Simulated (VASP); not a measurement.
# MgO (Fm-3m) in VASP: a series of runs

Runs on MgO. Level: PBE. Tasks: single point.

Everything below comes from runs of VASP 6.6.1. Logs are shortened: lines on timing, memory, paths and dates and some standing lists are left out, and cuts for length are marked.

### 1 The cell of the first run

It takes space group Fm-3m (No. 225, cubic). Conventional cell: a = 4.211 Å, b = 4.211 Å, c = 4.211 Å, α = 90.00°, β = 90.00°, γ = 90.00°. Mg (site symmetry m-3m) has 6 O at 2.11 Å within 2.8 Å. Within 2.8 Å of O (site symmetry m-3m) lie 6 Mg at 2.11 Å.

### 2 Single point, PBE

The input, INCAR:

```
ALGO = Normal
EDIFF = 1E-6
ENCUT = 840
GGA = PE
GGA_COMPAT = F
ISIF = 2
ISMEAR = -1
LASPH = T
LCHARG = F
LREAL = F
LWAVE = F
NBANDS = 15
NELM = 120
PREC = Accurate
SIGMA = 0.05
```

The input, KPOINTS:

```
k-points
0
Gamma
  8 8 8
```

The input, POSCAR:

```
MgO
1.0
    0.0000000000      2.1055000000      2.1055000000
    2.1055000000      0.0000000000      2.1055000000
    2.1055000000      2.1055000000      0.0000000000
Mg O
1 1
Direct
    0.0000000000      0.0000000000      0.0000000000
    0.5000000000      0.5000000000      0.5000000000
```

Potentials or basis: VASP PAW PBE potentials, release 64 (Mg_sv, O).

Command:

```sh
$ cat potpaw_PBE.64/Mg_sv/POTCAR potpaw_PBE.64/O/POTCAR > POTCAR
$ mpirun -np 1 vasp_std > vasp.out
```

OUTCAR:

```text
EDIFF = 1E-6
   ENCUT = 840
   GGA = PE
   ISIF = 2
   ISMEAR = -1
   LASPH = T
   LREAL = F
   NELM = 120
   PREC = Accurate

 ion  position               nearest neighbor table
   1  0.000  0.000  0.000-   2 2.11   2 2.11   2 2.11   2 2.11   2 2.11   2 2.11
   2  0.500  0.500  0.500-   1 2.11   1 2.11   1 2.11   1 2.11   1 2.11   1 2.11

  LATTYP: Found a face centered cubic cell.
 ALAT       =     4.2110000000

  Lattice vectors:

 A1 = (   0.0000000000,   2.1055000000,   2.1055000000)
 A2 = (   2.1055000000,   0.0000000000,   2.1055000000)
 A3 = (   2.1055000000,   2.1055000000,   0.0000000000)

Analysis of symmetry for initial positions (statically):
=====================================================================
 Subroutine PRICEL returns:
 Original cell was already a primitive cell.

 Routine SETGRP: Setting up the symmetry group for a
 face centered cubic supercell.

 Subroutine GETGRP returns: Found 48 space group operations
 (whereof 48 operations were pure point group operations)
 out of a pool of 48 trial point group operations.

The static configuration has the point symmetry O_h .

Analysis of symmetry for dynamics (positions and initial velocities):
=====================================================================
 Subroutine PRICEL returns:
 Original cell was already a primitive cell.

 Routine SETGRP: Setting up the symmetry group for a
 face centered cubic supercell.

 Subroutine GETGRP returns: Found 48 space group operations
 (whereof 48 operations were pure point group operations)
 out of a pool of 48 trial point group operations.

The dynamic configuration has the point symmetry O_h .

 Subroutine INISYM returns: Found 48 space group operations
 (whereof 48 operations are pure point group operations),
 and found     1 'primitive' translations

----------------------------------------------------------------------------------------

                                     Primitive cell

  volume of cell :      18.6679

  direct lattice vectors                    reciprocal lattice vectors
     0.000000000  2.105500000  2.105500000    -0.237473284  0.237473284  0.237473284
     2.105500000  0.000000000  2.105500000     0.237473284 -0.237473284  0.237473284
     2.105500000  2.105500000  0.000000000     0.237473284  0.237473284 -0.237473284

  length of vectors
     2.977626656  2.977626656  2.977626656     0.411315794  0.411315794  0.411315794

  position of ions in fractional coordinates (direct lattice)
     0.000000000  0.000000000  0.000000000
     0.500000000  0.500000000  0.500000000

  ion indices of the primitive-cell ions
   primitive index   ion index
                 1           1
                 2           2

----------------------------------------------------------------------------------------

 KPOINTS: k-points

Automatic generation of k-mesh.
 Grid dimensions read from file:
 generate k-points for:    8    8    8

 Generating k-lattice:

  Cartesian coordinates                     Fractional coordinates (reciprocal lattice)
    -0.029684161  0.029684161  0.029684161     0.125000000  0.000000000  0.000000000
     0.029684161 -0.029684161  0.029684161     0.000000000  0.125000000  0.000000000
     0.029684161  0.029684161 -0.029684161     0.000000000  0.000000000  0.125000000

  Length of vectors
     0.051414474  0.051414474  0.051414474

  Shift w.r.t. Gamma in fractional coordinates (k-lattice)
     0.000000000  0.000000000  0.000000000

 Subroutine IBZKPT returns following result:
 ===========================================

 Found     29 irreducible k-points:

 Following reciprocal coordinates:
            Coordinates               Weight
  0.000000  0.000000  0.000000      1.000000
  0.125000  0.000000  0.000000      8.000000
  0.250000  0.000000  0.000000      8.000000
  0.375000  0.000000  0.000000      8.000000
  0.500000  0.000000  0.000000      4.000000
  0.125000  0.125000  0.000000      6.000000
[... 16 lines left out ...]
  0.500000  0.250000  0.125000     48.000000
 -0.375000  0.250000  0.125000     24.000000
 [... further k-points ...]
   k-points           NKPTS =     29   k-points in BZ     NKDIM =     29   number of bands    NBANDS=     15
   number of dos      NEDOS =    301   number of ions     NIONS =      2
   total plane-waves  NPLWV =  21952
   dimension x,y,z NGX =    28 NGY =   28 NGZ =   28
   dimension x,y,z NGXF=    56 NGYF=   56 NGZF=   56
   ions per type =               1   1
   NGX,Y,Z   is equivalent  to a cutoff of  15.63, 15.63, 15.63 a.u.
   NGXF,Y,Z  is equivalent  to a cutoff of  31.27, 31.27, 31.27 a.u.
 SYSTEM =  unknown system
   PREC   = accura    normal or accurate (medium, high low for compatibility)
   ISTART =      0    job   : 0-new  1-cont  2-samecut
   ICHARG =      2    charge: 1-file 2-atom 10-const
   ISPIN  =      1    spin polarized calculation?
   LNONCOLLINEAR =      F non collinear calculations
   LSORBIT =      F    spin-orbit coupling
   LASPH  =      T    aspherical Exc in radial PAW
   ENCUT  =  840.0 eV  61.74 Ry    7.86 a.u.   7.04  7.04  7.04*2*pi/ulx,y,z
   NELM   =    120;   NELMIN=  2; NELMDL= -5     # of ELM steps
   EDIFF  = 0.1E-05   stopping-criterion for ELM
   LREAL  =      F    real-space projection
   EDIFFG = 0.1E-04   stopping-criterion for IOM
   NSW    =      0    number of steps for IOM
   IBRION =     -1    ionic relax: 0-MD 1-quasi-New 2-CG
   NFREE  =      0    steps in history (QN), initial steepest desc. (CG)
   ISIF   =      2    stress and relaxation
   ISYM   =      2    0-nonsym 1-usesym 2-fastsym
   POTIM  = 0.5000    time-step for ionic-motion
   TEBEG  =    0.0;   TEEND  =   0.0 temperature during run
   PSTRESS=    0.0 pullay stress
   NELECT =      16.0000    total number of electrons
   NUPDOWN=      -1.0000    fix difference up-down
   EMIN   =  10.00;   EMAX   =-10.00  energy-range for DOS
   EFERMI =   0.00;   METHOD = LEGACY
   ISMEAR =    -1;   SIGMA  =   0.05  broadening in eV -4-tet -1-fermi 0-gaus
   EFERMI_NEDOS =   21; number of points for ismear=-14 and -15
   IALGO  =     38    algorithm
   IMIX   =      4    mixing-type and parameters
     AMIX     =   0.40;   BMIX     =  1.00
     AMIX_MAG =   1.60;   BMIX_MAG =  1.00
  volume/ion in A,a.u.               =       9.33        62.99
  Fermi-wavevector in a.u.,A,eV,Ry     =   1.555069  2.938654 32.902135  2.418239
  Thomas-Fermi vector in A             =   2.659063
   LORBIT       =      0    0 simple, 1 ext, 2 COOP (PROOUT), +10 PAW based schemes
   GGA     = PE    functional components
   LHFCALC =     F    Hartree Fock is set to
   AEXX    =    0.0000 exact exchange contribution
   IVDW    =     0    specifies the selected vdW correction
   LEPSILON=     F    determine dielectric tensor
   LRPA    =     F    only Hartree local field effects (RPA)
 non-spin polarized calculation
  energy-cutoff  :      840.00
  volume of cell :       18.67
 maximum number of plane-waves:      1056
   NGX = 15   NGY = 15   NGZ = 15

 number of electron      15.9999995 magnetization

 Free energy of the ion-electron system (eV)
  ---------------------------------------------------
  ext. energy  EPLUGINS =         0.00000000
  ---------------------------------------------------
  free energy    TOTEN  =       -11.87422189 eV

  energy without entropy =      -11.87422189  energy(sigma->0) =      -11.87422189

 E-fermi :   4.2341     XC(G=0): -11.3949

 val. band max:        2.9208103317   @ k =   0.0000   0.0000   0.0000
 cond. band min:       7.6679412391   @ k =   0.0000   0.0000   0.0000
 fundamental gap:      4.7471309075
 Fermi energy:         4.2341058370

 k-point     1 :       0.0000    0.0000    0.0000
  band No.  band energies     occupation
      1     -69.3447      2.00000
      2     -36.0693      2.00000
      3     -36.0693      2.00000
      4     -36.0693      2.00000
      5     -14.3315      2.00000
      6       2.9208      2.00000
      7       2.9208      2.00000
      8       2.9208      2.00000
      9       7.6679      0.00000
     10      18.7311      0.00000
     11      18.7311      0.00000
     12      18.7311      0.00000
     13      22.6462      0.00000
     14      24.4280      0.00000
     15      24.4280      0.00000

 k-point     2 :       0.1250    0.0000    0.0000
  band No.  band energies     occupation
      1     -69.3431      2.00000
      2     -36.0821      2.00000
      3     -36.0705      2.00000
      4     -36.0705      2.00000
      5     -14.1634      2.00000
      6       1.9686      2.00000
      7       2.8174      2.00000
      8       2.8174      2.00000
      9       8.5808      0.00000
     10      17.0518      0.00000
     11      19.0911      0.00000
     12      19.0911      0.00000
     13      23.4734      0.00000
     14      23.4734      0.00000
     15      24.8216      0.00000

 k-point     3 :       0.2500    0.0000    0.0000
  band No.  band energies     occupation
      1     -69.3402      2.00000
      2     -36.1131      2.00000
      3     -36.0737      2.00000
      4     -36.0737      2.00000
      5     -13.7282      2.00000
      6       0.2654      2.00000
      7       2.5789      2.00000
      8       2.5789      2.00000
      9      10.0268      0.00000
     10      15.5079      0.00000
     11      19.5929      0.00000
     12      19.5929      0.00000
     13      23.0805      0.00000
     14      23.0805      0.00000
     15      24.9815      0.00000
[... 343 lines left out ...]
 k-point    23 :       0.5000    0.2500    0.1250
  band No.  band energies     occupation
      1     -69.3356      2.00000
      2     -36.1354      2.00000
      3     -36.0972      2.00000
      4     -36.0828      2.00000
      5     -13.0472      2.00000
      6      -0.7780      2.00000
      7       1.2015      2.00000
      8       2.0534      2.00000
      9      12.4309      0.00000
     10      14.5865      0.00000
     11      16.8815      0.00000
     12      20.0954      0.00000
     13      22.6255      0.00000
     14      25.3494      0.00000
     15      28.9934      0.00000

 k-point    24 :      -0.3750    0.2500    0.1250
  band No.  band energies     occupation
      1     -69.3347      2.00000
      2     -36.1424      2.00000
      3     -36.0994      2.00000
      4     -36.0854      2.00000
      5     -12.8796      2.00000
      6      -1.0696      2.00000
      7       0.9942      2.00000
      8       1.9344      2.00000
      9      12.6051      0.00000
     10      15.1357      0.00000
     11      16.4509      0.00000
     12      19.8498      0.00000
     13      23.4664      0.00000
     14      25.0253      0.00000
     15      29.1272      0.00000

 [... further k-points ...]

------------------------ aborting loop because EDIFF is reached ----------------------------------------

  FORCE on cell =-STRESS in cart. coord.  units (eV):
  Direction    XX          YY          ZZ          XY          YZ          ZX
  --------------------------------------------------------------------------------------
  -------------------------------------------------------------------------------------
  Total        0.5718517      0.5718517      0.5718517      0.0000000     -0.0000000      0.0000000
  in kB       49.0792860     49.0792860     49.0792860      0.0000000     -0.0000000      0.0000000
  external PRESSURE =      49.0792860 kB  Pullay stress =       0.0000000 kB

 VOLUME and BASIS-vectors are now :
 -----------------------------------------------------------------------------
  energy-cutoff  :      840.00
  volume of cell :       18.67
      direct lattice vectors                 reciprocal lattice vectors
     0.000000000  2.105500000  2.105500000    -0.237473284  0.237473284  0.237473284
     2.105500000  0.000000000  2.105500000     0.237473284 -0.237473284  0.237473284
     2.105500000  2.105500000  0.000000000     0.237473284  0.237473284 -0.237473284

 POSITION                                       TOTAL-FORCE (eV/Angst)
 -----------------------------------------------------------------------------------
      0.00000      0.00000      0.00000         0.000000      0.000000      0.000000
      2.10550      2.10550      2.10550         0.000000     -0.000000     -0.000000
 -----------------------------------------------------------------------------------
    total drift:                                0.000000      0.000000      0.000000

  FREE ENERGIE OF THE ION-ELECTRON SYSTEM (eV)
  ---------------------------------------------------
  free  energy   TOTEN  =       -11.8742218923 eV

  energy  without entropy=      -11.8742218923  energy(sigma->0) =      -11.87422189
```

Wall time 9.6 s (1 thread of AMD EPYC 7R13 (Zen 3), shared host); peak memory 0.13 GiB.

What came out:

```
Free energy            : -11.8742 eV
Pressure               : 4.9 GPa
Band gap on the k mesh : 4.75 eV
```

Caveat: the cell stands under pressure.

### 3 Single point, PBE

INCAR: that of step 2 with these lines changed.

```diff
@@ -6,3 +6,3 @@
 ISIF = 2
-ISMEAR = -1
+ISMEAR = 0
 LASPH = T
@@ -14,2 +14,2 @@
 PREC = Accurate
-SIGMA = 0.05
+SIGMA = 0.01
```

KPOINTS is that of step 2.

POSCAR is that of step 2.

Potentials or basis: VASP PAW PBE potentials, release 64 (Mg_sv, O).

Command:

```sh
$ cat potpaw_PBE.64/Mg_sv/POTCAR potpaw_PBE.64/O/POTCAR > POTCAR
$ mpirun -np 1 vasp_std > vasp.out
```

OUTCAR:

```text
EDIFF = 1E-6
   ENCUT = 840
   GGA = PE
   ISIF = 2
   ISMEAR = 0
   LASPH = T
   LREAL = F
   NELM = 120
   PREC = Accurate

 ion  position               nearest neighbor table
   1  0.000  0.000  0.000-   2 2.11   2 2.11   2 2.11   2 2.11   2 2.11   2 2.11
   2  0.500  0.500  0.500-   1 2.11   1 2.11   1 2.11   1 2.11   1 2.11   1 2.11

  LATTYP: Found a face centered cubic cell.
 ALAT       =     4.2110000000

  Lattice vectors:

[... 618 lines left out ...]

------------------------ aborting loop because EDIFF is reached ----------------------------------------

  FORCE on cell =-STRESS in cart. coord.  units (eV):
  Direction    XX          YY          ZZ          XY          YZ          ZX
  --------------------------------------------------------------------------------------
  -------------------------------------------------------------------------------------
  Total        0.5718516      0.5718516      0.5718516     -0.0000000      0.0000000      0.0000000
  in kB       49.0792850     49.0792850     49.0792850     -0.0000000      0.0000000      0.0000000
  external PRESSURE =      49.0792850 kB  Pullay stress =       0.0000000 kB

 VOLUME and BASIS-vectors are now :
 -----------------------------------------------------------------------------
  energy-cutoff  :      840.00
  volume of cell :       18.67
      direct lattice vectors                 reciprocal lattice vectors
     0.000000000  2.105500000  2.105500000    -0.237473284  0.237473284  0.237473284
     2.105500000  0.000000000  2.105500000     0.237473284 -0.237473284  0.237473284
     2.105500000  2.105500000  0.000000000     0.237473284  0.237473284 -0.237473284

 POSITION                                       TOTAL-FORCE (eV/Angst)
 -----------------------------------------------------------------------------------
      0.00000      0.00000      0.00000        -0.000000     -0.000000      0.000000
      2.10550      2.10550      2.10550         0.000000      0.000000     -0.000000
 -----------------------------------------------------------------------------------
    total drift:                                0.000000      0.000000      0.000000

  FREE ENERGIE OF THE ION-ELECTRON SYSTEM (eV)
  ---------------------------------------------------
  free  energy   TOTEN  =       -11.8742218923 eV

  energy  without entropy=      -11.8742218923  energy(sigma->0) =      -11.87422189
```

OSZICAR:

```text
N       E                     dE             d eps       ncg     rms          rms(c)
DAV:   1     0.156310606851E+03    0.15631E+03   -0.13710E+04   870   0.180E+03
DAV:   2    -0.736906300447E+01   -0.16368E+03   -0.15460E+03  1059   0.432E+02
DAV:   3    -0.133851088211E+02   -0.60160E+01   -0.59711E+01  1159   0.782E+01
DAV:   4    -0.134773584462E+02   -0.92250E-01   -0.92239E-01   975   0.924E+00
DAV:   5    -0.134790714920E+02   -0.17130E-02   -0.17130E-02  1122   0.104E+00    0.860E+00
DAV:   6    -0.118974781809E+02    0.15816E+01   -0.25729E+00   926   0.148E+01    0.282E+00
DAV:   7    -0.118850865574E+02    0.12392E-01   -0.13543E-01  1059   0.344E+00    0.172E+00
DAV:   8    -0.118751523439E+02    0.99342E-02   -0.37893E-02  1045   0.223E+00    0.334E-01
DAV:   9    -0.118740340668E+02    0.11183E-02   -0.35216E-03   982   0.550E-01    0.994E-02
DAV:  10    -0.118742314256E+02   -0.19736E-03   -0.28309E-04  1073   0.180E-01    0.484E-02
DAV:  11    -0.118742217522E+02    0.96734E-05   -0.25134E-05  1059   0.494E-02    0.612E-03
DAV:  12    -0.118742218923E+02   -0.14008E-06   -0.58363E-07   827   0.106E-02
   1 F= -.11874222E+02 E0= -.11874222E+02  d E =0.000000E+00
```

stdout:

```text
POSCAR found type information on POSCAR MgO
 POSCAR found :  2 types and       2 ions
 scaLAPACK will be used
 LDA part: xc-table for (Slater+PW92), standard interpolation
 POSCAR, INCAR and KPOINTS ok, starting setup
 FFT: planning ... GRIDC
 FFT: planning ... GRID_SOFT
 FFT: planning ... GRID
 WAVECAR not read
 entering main loop
```

Wall time 12 s (1 thread of Intel Xeon Platinum 8259CL at 2.50GHz (Skylake/Cascade Lake), shared host); peak memory 0.16 GiB.

Results:

* Free energy: -11.8742 eV
* Pressure: 4.9 GPa
* Band gap on the k mesh: 4.75 eV

Caveat: the cell stands under pressure.
